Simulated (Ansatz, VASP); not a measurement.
# MgH2 in VASP and in Ansatz

```
Mg H
1.0
    -1.89066    1.89066    4.69359
     1.89066   -1.89066    4.69359
     1.89066    1.89066   -4.69359
Mg H
2 4
Cartesian
  0.0000 1.8907 2.3468
  0.0000 0.0000 0.0000
  0.0000 1.8907 0.3738
  0.0000 0.0000 7.4141
  0.0000 0.0000 1.9730
  0.0000 1.8907 4.3198
```

Alike in both runs: task single point; functional r2SCAN; k mesh 10 × 10 × 10; no spin polarisation.

|  | VASP | Ansatz |
| --- | --- | --- |
| version | VASP 6.6.1 | Ansatz 0.2.0 |
| potentials or method | VASP PAW PBE potentials, release 64 (Mg, H) | plane waves, PAW |
| plane-wave cutoff (eV) | 520 | 500 |
| occupations | gaussian, width 0.01 eV | fixed |
| valence electrons in the cell | 8 | 24 |

```csv
,VASP,Ansatz,Ansatz less VASP
gap on the k mesh at the Fermi level (eV),4.10,4.11,+0.012
pressure (GPa),-0.4,0.0,+0.37
rms of the force components (eV/Å),0.004,0.002,-0.0023
```

VASP's potentials were made for PBE, not for r2SCAN. Atom by atom the forces differ by 0.002 eV/Å (rms over components). VASP's potentials hold 8 valence electrons a cell and Ansatz's 24, so a difference there can come from the potentials and not from the codes.
